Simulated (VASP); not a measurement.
# PtSe (zincblende type) (F-43m) in VASP: a series of runs

The runs below take PtSe (zincblende type) through single point, with PBEsol.

Program: VASP 6.6.1. These are calculated values, not measurements. Logs are shortened: lines on timing, memory, paths and dates and some standing lists are left out, and cuts for length are marked.

## (1) The cell of the first run

The structure is cubic, space group F-43m (No. 216). Conventional cell: a = 4.456 Å, b = 4.456 Å, c = 4.456 Å, α = 90.00°, β = 90.00°, γ = 90.00°. Pt (site symmetry -43m) has 4 Se at 1.93 Å within 2.6 Å. Se (site symmetry -43m) has 4 Pt at 1.93 Å within 2.6 Å.

## (2) Single point, PBEsol (volume scaled by 0.5)

The input, INCAR:

```
SYSTEM = PtSe
  PREC = Accurate
  ENCUT = 520
  EDIFF = 1E-6
  ISMEAR = -1
  SIGMA = 0.1
  LREAL = .False.
  LASPH = .True.
  NELM = 80
  ALGO = Normal
  ISIF = 2
  LWAVE = .False.
  LCHARG = .False.
  GGA = PS
  NBANDS = 15
```

The input, KPOINTS:

```
Automatic mesh
0
Gamma
  13 13 13
  0 0 0
```

The input, POSCAR:

```
PtSe
1.0
    0.0000000000      2.2279366476      2.2279366476
    2.2279366476      0.0000000000      2.2279366476
    2.2279366476      2.2279366476      0.0000000000
Pt Se
1 1
Direct
    0.0000000000      0.0000000000      0.0000000000
    0.2500000000      0.2500000000      0.2500000000
```

Potentials or basis: VASP PAW PBE potentials, release 64 (Pt, Se).

Started as:

```
cat potpaw_PBE.64/Pt/POTCAR potpaw_PBE.64/Se/POTCAR > POTCAR
mpirun -np 1 vasp_std > vasp.out
```

OUTCAR:

```text
SYSTEM = PtSe
   PREC = Accurate
   ENCUT = 520
   EDIFF = 1E-6
   ISMEAR = -1
   LREAL = .False.
   LASPH = .True.
   NELM = 80
   ISIF = 2
   GGA = PS

 ion  position               nearest neighbor table
   1  0.000  0.000  0.000-   2 1.93   2 1.93   2 1.93   2 1.93
   2  0.250  0.250  0.250-   1 1.93   1 1.93   1 1.93   1 1.93

  LATTYP: Found a face centered cubic cell.
 ALAT       =     4.4558732952

  Lattice vectors:

 A1 = (   0.0000000000,   2.2279366476,   2.2279366476)
 A2 = (   2.2279366476,   0.0000000000,   2.2279366476)
 A3 = (   2.2279366476,   2.2279366476,   0.0000000000)

Analysis of symmetry for initial positions (statically):
=====================================================================
 Subroutine PRICEL returns:
 Original cell was already a primitive cell.

 Routine SETGRP: Setting up the symmetry group for a
 face centered cubic supercell.

 Subroutine GETGRP returns: Found 24 space group operations
 (whereof 24 operations were pure point group operations)
 out of a pool of 48 trial point group operations.

The static configuration has the point symmetry T_d .

Analysis of symmetry for dynamics (positions and initial velocities):
=====================================================================
 Subroutine PRICEL returns:
 Original cell was already a primitive cell.

 Routine SETGRP: Setting up the symmetry group for a
 face centered cubic supercell.

 Subroutine GETGRP returns: Found 24 space group operations
 (whereof 24 operations were pure point group operations)
 out of a pool of 48 trial point group operations.

The dynamic configuration has the point symmetry T_d .

 Subroutine INISYM returns: Found 24 space group operations
 (whereof 24 operations are pure point group operations),
 and found     1 'primitive' translations

----------------------------------------------------------------------------------------

                                     Primitive cell

  volume of cell :      22.1176

  direct lattice vectors                    reciprocal lattice vectors
     0.000000000  2.227936648  2.227936648    -0.224422898  0.224422898  0.224422898
     2.227936648  0.000000000  2.227936648     0.224422898 -0.224422898  0.224422898
     2.227936648  2.227936648  0.000000000     0.224422898  0.224422898 -0.224422898

  length of vectors
     3.150778223  3.150778223  3.150778223     0.388711862  0.388711862  0.388711862

  position of ions in fractional coordinates (direct lattice)
     0.000000000  0.000000000  0.000000000
     0.250000000  0.250000000  0.250000000

  ion indices of the primitive-cell ions
   primitive index   ion index
                 1           1
                 2           2

----------------------------------------------------------------------------------------

 KPOINTS: Automatic mesh

Automatic generation of k-mesh.
 Grid dimensions read from file:
 generate k-points for:   13   13   13

 Generating k-lattice:

  Cartesian coordinates                     Fractional coordinates (reciprocal lattice)
    -0.017263300  0.017263300  0.017263300     0.076923077  0.000000000  0.000000000
     0.017263300 -0.017263300  0.017263300     0.000000000  0.076923077  0.000000000
     0.017263300  0.017263300 -0.017263300     0.000000000  0.000000000  0.076923077

  Length of vectors
     0.029900912  0.029900912  0.029900912

  Shift w.r.t. Gamma in fractional coordinates (k-lattice)
     0.000000000  0.000000000  0.000000000

 Subroutine IBZKPT returns following result:
 ===========================================

 Found     84 irreducible k-points:

 Following reciprocal coordinates:
            Coordinates               Weight
  0.000000  0.000000  0.000000      1.000000
  0.076923  0.000000  0.000000      8.000000
  0.153846  0.000000  0.000000      8.000000
  0.230769  0.000000  0.000000      8.000000
  0.307692  0.000000  0.000000      8.000000
  0.384615  0.000000  0.000000      8.000000
[... 16 lines left out ...]
  0.384615  0.153846  0.000000     24.000000
  0.461538  0.153846  0.000000     24.000000
 [... further k-points ...]
   k-points           NKPTS =     84   k-points in BZ     NKDIM =     84   number of bands    NBANDS=     15
   number of dos      NEDOS =    301   number of ions     NIONS =      2
   total plane-waves  NPLWV =  13824
   dimension x,y,z NGX =    24 NGY =   24 NGZ =   24
   dimension x,y,z NGXF=    48 NGYF=   48 NGZF=   48
   ions per type =               1   1
   NGX,Y,Z   is equivalent  to a cutoff of  12.66, 12.66, 12.66 a.u.
   NGXF,Y,Z  is equivalent  to a cutoff of  25.33, 25.33, 25.33 a.u.
 SYSTEM =  PtSe
   PREC   = accura    normal or accurate (medium, high low for compatibility)
   ISTART =      0    job   : 0-new  1-cont  2-samecut
   ICHARG =      2    charge: 1-file 2-atom 10-const
   ISPIN  =      1    spin polarized calculation?
   LNONCOLLINEAR =      F non collinear calculations
   LSORBIT =      F    spin-orbit coupling
   LASPH  =      T    aspherical Exc in radial PAW
   ENCUT  =  520.0 eV  38.22 Ry    6.18 a.u.   5.86  5.86  5.86*2*pi/ulx,y,z
   NELM   =     80;   NELMIN=  2; NELMDL= -5     # of ELM steps
   EDIFF  = 0.1E-05   stopping-criterion for ELM
   LREAL  =      F    real-space projection
   EDIFFG = 0.1E-04   stopping-criterion for IOM
   NSW    =      0    number of steps for IOM
   IBRION =     -1    ionic relax: 0-MD 1-quasi-New 2-CG
   NFREE  =      0    steps in history (QN), initial steepest desc. (CG)
   ISIF   =      2    stress and relaxation
   ISYM   =      2    0-nonsym 1-usesym 2-fastsym
   POTIM  = 0.5000    time-step for ionic-motion
   TEBEG  =    0.0;   TEEND  =   0.0 temperature during run
   PSTRESS=    0.0 pullay stress
   NELECT =      16.0000    total number of electrons
   NUPDOWN=      -1.0000    fix difference up-down
   EMIN   =  10.00;   EMAX   =-10.00  energy-range for DOS
   EFERMI =   0.00;   METHOD = LEGACY
   ISMEAR =    -1;   SIGMA  =   0.10  broadening in eV -4-tet -1-fermi 0-gaus
   EFERMI_NEDOS =   21; number of points for ismear=-14 and -15
   IALGO  =     38    algorithm
   IMIX   =      4    mixing-type and parameters
     AMIX     =   0.40;   BMIX     =  1.00
     AMIX_MAG =   1.60;   BMIX_MAG =  1.00
  volume/ion in A,a.u.               =      11.06        74.63
  Fermi-wavevector in a.u.,A,eV,Ry     =   1.469610  2.777160 29.385216  2.159752
  Thomas-Fermi vector in A             =   2.584966
   LORBIT       =      0    0 simple, 1 ext, 2 COOP (PROOUT), +10 PAW based schemes
   GGA     = PS    functional components
   LHFCALC =     F    Hartree Fock is set to
   AEXX    =    0.0000 exact exchange contribution
   IVDW    =     0    specifies the selected vdW correction
   LEPSILON=     F    determine dielectric tensor
   LRPA    =     F    only Hartree local field effects (RPA)
 non-spin polarized calculation
  energy-cutoff  :      520.00
  volume of cell :       22.12
 maximum number of plane-waves:       609
   NGX = 11   NGY = 11   NGZ = 11

 number of electron      15.9999999 magnetization

 Free energy of the ion-electron system (eV)
  ---------------------------------------------------
  ext. energy  EPLUGINS =         0.00000000
  ---------------------------------------------------
  free energy    TOTEN  =         4.57347327 eV

  energy without entropy =        4.60002876  energy(sigma->0) =        4.58675102

 E-fermi :  18.0659     XC(G=0): -14.1715

 val. band max:       18.0031984096   @ k =   0.4615   0.1538   0.0769
 cond. band min:      18.1068695694   @ k =  -0.1538   0.2308   0.0769
 fundamental gap:      0.1036711598
 Fermi energy:        18.0658778956

 k-point     1 :       0.0000    0.0000    0.0000
  band No.  band energies     occupation
      1      -4.5022      2.00000
      2       5.1677      2.00000
      3       5.1677      2.00000
      4       5.1677      2.00000
      5       9.9325      2.00000
      6       9.9325      2.00000
      7      19.5608      0.00000
      8      22.2758      0.00000
      9      22.2758      0.00000
     10      22.2758      0.00000
     11      27.5458      0.00000
     12      27.5458      0.00000
     13      27.5458      0.00000
     14      30.2533      0.00000
     15      33.5603      0.00000

 k-point     2 :       0.0769    0.0000    0.0000
  band No.  band energies     occupation
      1      -4.3722      2.00000
      2       5.0897      2.00000
      3       5.2364      2.00000
      4       5.2364      2.00000
      5       9.8858      2.00000
      6       9.8858      2.00000
      7      19.7867      0.00000
      8      21.8074      0.00000
      9      22.3915      0.00000
     10      22.3915      0.00000
     11      26.4648      0.00000
     12      27.2613      0.00000
     13      27.2613      0.00000
     14      30.9193      0.00000
     15      33.4179      0.00000

 k-point     3 :       0.1538    0.0000    0.0000
  band No.  band energies     occupation
      1      -4.0033      2.00000
      2       4.9120      2.00000
      3       5.4179      2.00000
      4       5.4179      2.00000
      5       9.7974      2.00000
      6       9.7974      2.00000
      7      19.5138      0.00000
      8      21.4080      0.00000
      9      22.4949      0.00000
     10      22.4949      0.00000
     11      24.7938      0.00000
     12      26.7233      0.00000
     13      26.7233      0.00000
     14      32.2177      0.00000
     15      33.2501      0.00000

 k-point     4 :       0.2308    0.0000    0.0000
  band No.  band energies     occupation
      1      -3.4619      2.00000
      2       4.7707      2.00000
      3       5.6416      2.00000
      4       5.6416      2.00000
      5       9.7898      2.00000
      6       9.7898      2.00000
      7      17.6157      1.97807
      8      21.7261      0.00000
      9      21.9661      0.00000
     10      21.9661      0.00000
     11      24.3295      0.00000
     12      26.7231      0.00000
     13      26.7231      0.00000
     14      33.3087      0.00000
     15      33.3118      0.00000
[... 307 lines left out ...]
 k-point    22 :       0.3077    0.1538    0.0000
  band No.  band energies     occupation
      1      -2.8813      2.00000
      2       4.3444      2.00000
      3       6.0598      2.00000
      4       6.1704      2.00000
      5       9.0901      2.00000
      6      10.4432      2.00000
      7      16.6356      2.00000
      8      19.2087      0.00002
      9      20.9467      0.00000
     10      22.8918      0.00000
     11      24.6631      0.00000
     12      27.0198      0.00000
     13      27.5015      0.00000
     14      31.3961      0.00000
     15      33.8489      0.00000

 k-point    23 :       0.3846    0.1538    0.0000
  band No.  band energies     occupation
      1      -2.3408      2.00000
      2       4.5008      2.00000
      3       6.1078      2.00000
      4       6.3353      2.00000
      5       9.5164      2.00000
      6      10.6514      2.00000
      7      14.2424      2.00000
      8      18.3495      0.11078
      9      19.9757      0.00000
     10      22.3505      0.00000
     11      26.3075      0.00000
     12      27.9319      0.00000
     13      27.9594      0.00000
     14      31.6864      0.00000
     15      34.4153      0.00000

 k-point    24 :       0.4615    0.1538    0.0000
  band No.  band energies     occupation
      1      -1.9381      2.00000
      2       4.8750      2.00000
      3       6.0979      2.00000
      4       6.3933      2.00000
      5      10.1553      2.00000
      6      10.7604      2.00000
      7      12.3609      2.00000
      8      17.8983      1.68481
      9      18.8482      0.00080
     10      21.7766      0.00000
     11      27.5424      0.00000
     12      28.2429      0.00000
     13      29.5875      0.00000
     14      31.8630      0.00000
     15      35.2986      0.00000

 [... further k-points ...]

------------------------ aborting loop because EDIFF is reached ----------------------------------------

  FORCE on cell =-STRESS in cart. coord.  units (eV):
  Direction    XX          YY          ZZ          XY          YZ          ZX
  --------------------------------------------------------------------------------------
  -------------------------------------------------------------------------------------
  Total       59.0383640     59.0383640     59.0383640     -0.0000000     -0.0000000      0.0000000
  in kB     4276.6763899   4276.6763899   4276.6763899     -0.0000000     -0.0000000      0.0000000
  external PRESSURE =    4276.6763899 kB  Pullay stress =       0.0000000 kB

 VOLUME and BASIS-vectors are now :
 -----------------------------------------------------------------------------
  energy-cutoff  :      520.00
  volume of cell :       22.12
      direct lattice vectors                 reciprocal lattice vectors
     0.000000000  2.227936648  2.227936648    -0.224422898  0.224422898  0.224422898
     2.227936648  0.000000000  2.227936648     0.224422898 -0.224422898  0.224422898
     2.227936648  2.227936648  0.000000000     0.224422898  0.224422898 -0.224422898

 POSITION                                       TOTAL-FORCE (eV/Angst)
 -----------------------------------------------------------------------------------
      0.00000      0.00000      0.00000        -0.000000     -0.000000     -0.000000
      1.11397      1.11397      1.11397         0.000000      0.000000      0.000000
 -----------------------------------------------------------------------------------
    total drift:                                0.000000      0.000000     -0.000000

  FREE ENERGIE OF THE ION-ELECTRON SYSTEM (eV)
  ---------------------------------------------------
  free  energy   TOTEN  =         4.5734732750 eV

  energy  without entropy=        4.6000287601  energy(sigma->0) =        4.58675102
```

It took 9.9 s on 1 thread of Intel Xeon 6975P-C (Granite Rapids), shared host; peak memory 0.15 GiB.

Results:

```yaml
Free_energy: 4.5735 eV
Pressure: 427.7 GPa
Band_gap_on_the_k_mesh: zero (band 8 reaches 22.28 eV, above the bottom of band 9 at 13.93 eV)
```

Levels at points of the mesh, in eV from the Fermi level:
```
           k point  band 6  band 7  band 8  band 9  band 10  band 11
(0.00, 0.00, 0.00)   -8.13    1.49    4.21    4.21     4.21     9.48
```

Caveat: the PAW data sets were made with another functional, which shifts forces and pressure a little; spin-orbit coupling is left out, which moves the levels of the heavy elements.

## (3) Single point, PBEsol (volume scaled by 0.58)

The input, INCAR:

```
  ALGO = Normal
  EDIFF = 1E-7
  ENCUT = 520
  GGA = PS
  ISIF = 2
  ISMEAR = -1
  LASPH = True
  LCHARG = True
  LELF = True
  LREAL = False
  LVHAR = True
  LWAVE = False
  NBANDS = 15
  NELM = 60
  PREC = Accurate
  SIGMA = 0.1
```

The input, KPOINTS:

```
k-points
0
Gamma
  13 13 13
```

The input, POSCAR:

```
PtSe
1.0
    0.0000000000      2.3409321905      2.3409321905
    2.3409321905      0.0000000000      2.3409321905
    2.3409321905      2.3409321905      0.0000000000
Pt Se
1 1
Direct
    0.0000000000      0.0000000000      0.0000000000
    0.2500000000      0.2500000000      0.2500000000
```

Potentials or basis: VASP PAW PBE potentials, release 64 (Pt, Se).

Started as:

```
cat potpaw_PBE.64/Pt/POTCAR potpaw_PBE.64/Se/POTCAR > POTCAR
mpirun -np 1 vasp_std > vasp.out
```

Wall time 21 s (1 thread of Intel Xeon 6975P-C (Granite Rapids), shared host); peak memory 0.18 GiB.

Results (log left out):

| Property | Result |
| --- | --- |
| Free energy | -2.5603 eV |
| Pressure | 237.6 GPa |
| Band gap on the k mesh | zero (band 8 reaches 18.89 eV, above the bottom of band 9 at 11.26 eV) |

Levels at points of the mesh, in eV from the Fermi level:
```tsv
k point	band 5	band 6	band 7	band 8	band 9	band 10	band 11	band 12
(0.00, 0.00, 0.00)	-6.67	-6.67	1.62	4.30	4.30	4.30	8.16	8.16
```

Caveat: the PAW data sets were made with another functional, which shifts forces and pressure a little; spin-orbit coupling is left out, which moves the levels of the heavy elements.

(Continued in part 2 of 2.)
